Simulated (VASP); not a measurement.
Crystal: Mo4C3.

```
Mo C
1.0
     4.47957    0.00000    0.00000
    -2.23978    3.87942    0.00000
     0.00000    0.00000    6.50310
Mo C
4 3
Direct
  0.33333 0.66667 0.00000
  0.66667 0.33333 0.00000
  0.00000 0.00000 0.23505
  0.00000 0.00000 0.76495
  0.39982 0.00000 0.50000
  0.00000 0.39982 0.50000
  0.60018 0.60018 0.50000
```

The cell was generated, and may not be a known phase.

- Program: VASP 6.6.1
- Task: relaxation of cell and atoms
- Functional: PBE
- Potentials or basis: VASP PAW PBE potentials, release 64 (Mo_sv, C)
- Cutoff: 600 eV
- k mesh: 6 × 6 × 4
- Occupations: gaussian, width 0.1 eV
- Spin: no spin polarisation

At the start: pressure -28.7 GPa; volume 16.14 Å³/atom.

Task: Where does the relaxation end?

Result: Over 18 steps the energy falls by 812.2 meV/atom and the volume is 12.18 Å³/atom (-24.5 %); space group P-62m (No. 189, to 0.1 Å) before and after.

Step by step:
| step | energy change (eV) | largest force (eV/Å) | pressure (GPa) | volume (Å³) |
| --- | --- | --- | --- | --- |
| 1 | 0.0000 | 2.6710 | -28.66 | 113.01 |
| 2 | -0.5149 | 2.5305 | 72.04 | 71.97 |
| 3 | -3.2314 | 3.4283 | 3.25 | 88.13 |
| 4 | -3.2384 | 3.3990 | 5.13 | 87.39 |
| 5 | -4.1795 | 2.2408 | 14.62 | 84.86 |
| 6 | -4.2026 | 1.2951 | 12.39 | 85.19 |
| 7 | -4.6588 | 2.0641 | -12.98 | 94.46 |
| 8 | -4.7464 | 1.6636 | -7.20 | 91.80 |
| 9 | -5.3810 | 1.8296 | -8.14 | 89.73 |
| 10 | -5.5823 | 0.5850 | -6.09 | 87.66 |
| 11 | -5.5870 | 1.0510 | -6.91 | 88.15 |
| 12 | -5.5171 | 1.7616 | 11.04 | 81.70 |
| 13 | -5.6819 | 0.0300 | 0.17 | 85.25 |
| 14 | -5.6819 | 0.0216 | 0.32 | 85.19 |
| 15 | -5.6850 | 0.1064 | -0.12 | 85.32 |
| 16 | -5.6851 | 0.1245 | -0.17 | 85.34 |
| 17 | -5.6849 | 0.1656 | 0.17 | 85.23 |
| 18 | -5.6854 | 0.0300 | -0.03 | 85.29 |

Final structure:
```yaml
crystal:
  lattice:
    - [4.56855, 0.00000, 0.00000]
    - [-2.28428, 3.95648, 0.00000]
    - [0.00000, 0.00000, 4.71862]
  atoms:
    - { symbol: Mo, position: [0.33333, 0.66667, 0.00000] }
    - { symbol: Mo, position: [0.66667, 0.33333, 0.00000] }
    - { symbol: Mo, position: [0.00000, 0.00000, 0.25362] }
    - { symbol: Mo, position: [0.00000, 0.00000, 0.74638] }
    - { symbol: C, position: [0.40753, 0.00000, 0.50000] }
    - { symbol: C, position: [0.00000, 0.40753, 0.50000] }
    - { symbol: C, position: [0.59247, 0.59247, 0.50000] }
```

Caveat: the volume moved by over 15 % at a fixed basis, so the end points are rough.
